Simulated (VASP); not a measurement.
A run of VASP 6.6.1 is set up as follows.

The input INCAR:

```
SYSTEM = Rh
ALGO = Fast
EDIFF = 1E-6
ENCUT = 520
ISIF = 2
ISMEAR = -1
LASPH = .True.
LCHARG = .True.
LELF = .True.
LREAL = .False.
LVHAR = .True.
LWAVE = .False.
NBANDS = 22
NELM = 60
PREC = Accurate
SIGMA = 0.05
```

Contents of KPOINTS:

```
k-points
0
Gamma
  11 11 6
  0 0 0
```

The input POSCAR:

```
Rh
1.0
    2.7845412492      0.0000000000      0.0000000000
   -1.3922706246      2.4114834597      0.0000000000
    0.0000000000      0.0000000000      4.5153441684
Rh
2
Direct
    0.3333333333      0.6666666667      0.2500000000
    0.6666666667      0.3333333333      0.7500000000
```

Potentials or basis: VASP PAW LDA potentials, release 64 (Rh_pv).

Command:

```console
$ cat potpaw_LDA.64/Rh_pv/POTCAR > POTCAR
$ mpirun -np 1 vasp_std > vasp.out
```

**Question.** Predict the pressure.

**Answer.** -29.2 GPa.

**Question.** Estimate the band gap on the k mesh.

**Answer.** Zero (band 15 reaches 10.59 eV, above the bottom of band 16 at 8.57 eV).

Stress tensor (GPa, compression positive):
```
-28.66   0.00   0.00
  0.00 -28.66   0.00
  0.00   0.00 -30.26
```
